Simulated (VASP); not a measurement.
Set up this calculation in VASP 6.6.1, as the native input.

| Property | Result |
| --- | --- |
| Task | single point |
| Functional | PBE |
| Potentials or basis | VASP PAW PBE potentials, release 64 (Nb_sv) |
| Cutoff | 520 eV |
| k mesh | 17 × 17 × 17 |
| Occupations | fermi-dirac, width 0.08 eV |
| Spin | no spin polarisation |
| Dipole correction | no |
| Further INCAR settings | ALGO = Normal; EDIFF = 1e-06; NBANDS = 12 |

The structure of Nb lies in POSCAR:

```
Nb
1.0
    0.0000000000      1.8730635710      1.8730635710
    1.8730635710      0.0000000000      1.8730635710
    1.8730635710      1.8730635710      0.0000000000
Nb
1
Direct
    0.0000000000      0.0000000000      0.0000000000
```

This cell differs from its parent crystal: volume scaled by 0.7.

One way to write it, as run:

INCAR

```
PREC = Accurate
ENCUT = 520
EDIFF = 1E-6
ISMEAR = -1
SIGMA = 0.08
LREAL = False
LASPH = True
NELM = 60
ALGO = Normal
ISIF = 2
LWAVE = False
LCHARG = False
GGA = PE
NBANDS = 12
```

KPOINTS

```
Automatic mesh
0
Gamma
  17 17 17
```

Potentials or basis: VASP PAW PBE potentials, release 64 (Nb_sv).

Run with:

```console
$ cat potpaw_PBE.64/Nb_sv/POTCAR > POTCAR
$ mpirun -np 1 vasp_std > vasp.out
```

Results of the run:

The pressure is 106.8 GPa.

Wall time 34 s on 1 thread of Intel Xeon 8259CL, on a shared host, peak memory 0.14 GiB.
